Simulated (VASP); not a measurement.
Set up this calculation in VASP 6.6.1, as the native input.

```yaml
Task: single point
Functional: PBE
Potentials_or_basis: VASP PAW PBE potentials, release 64 (Cs_sv, Ga_d, C)
Cutoff: 520 eV
k_mesh: 2 × 2 × 4
Occupations: gaussian, width 0.1 eV
Spin: no spin polarisation
Dipole_correction: no
Further_INCAR_settings: ALGO = Normal; EDIFF = 1e-06; NBANDS = 55
```

The structure of Cs3GaC lies in POSCAR:

```
Cs3GaC
1.0
    9.1270863200      0.0000000000      0.0000000000
    0.0000000000      9.1270863200      0.0000000000
    0.0000000000      0.0000000000      6.4538246300
Cs Ga C
6 2 2
Direct
    0.7797748300      0.2797748300      0.0000000000
    0.7202251700      0.7797748300      0.0000000000
    0.5000000000      0.5000000000      0.5000000000
    0.2202251700      0.7202251700      0.0000000000
    0.2797748300      0.2202251700      0.0000000000
    0.0000000000      0.0000000000      0.5000000000
    0.0000000000      0.5000000000      0.5000000000
    0.5000000000      0.0000000000      0.5000000000
    0.5000000000      0.5000000000      0.0000000000
    0.0000000000      0.0000000000      0.0000000000
```

The input as run:

INCAR

```
SYSTEM = Cs3GaC
ALGO = Normal
EDIFF = 1E-6
ENCUT = 520
GGA = PE
ISIF = 2
ISMEAR = 0
LASPH = .TRUE.
LCHARG = .TRUE.
LELF = .TRUE.
LREAL = .FALSE.
LVHAR = .TRUE.
LWAVE = .FALSE.
NBANDS = 55
NELM = 80
PREC = Accurate
SIGMA = 0.1
```

KPOINTS

```
k-points
0
G
  2 2 4
  0 0 0
```

Potentials or basis: VASP PAW PBE potentials, release 64 (Cs_sv, Ga_d, C).

Run with:

```sh
$ cat potpaw_PBE.64/Cs_sv/POTCAR potpaw_PBE.64/Ga_d/POTCAR potpaw_PBE.64/C/POTCAR > POTCAR
$ mpirun -np 1 vasp_std > vasp.out
```

It gave:

- Pressure: -0.6 GPa
- Largest force: 0.042 eV/Å
- Band gap on the k mesh: zero (bands 44 and 45 overlap by 0.32 eV)

Caveat: spin-orbit coupling is left out, which moves the levels of the heavy elements.

Wall time 4.4 min on 1 thread of Intel(R) Xeon(R) 6975P-C (Granite Rapids), with other jobs on the host, peak memory 0.66 GiB.
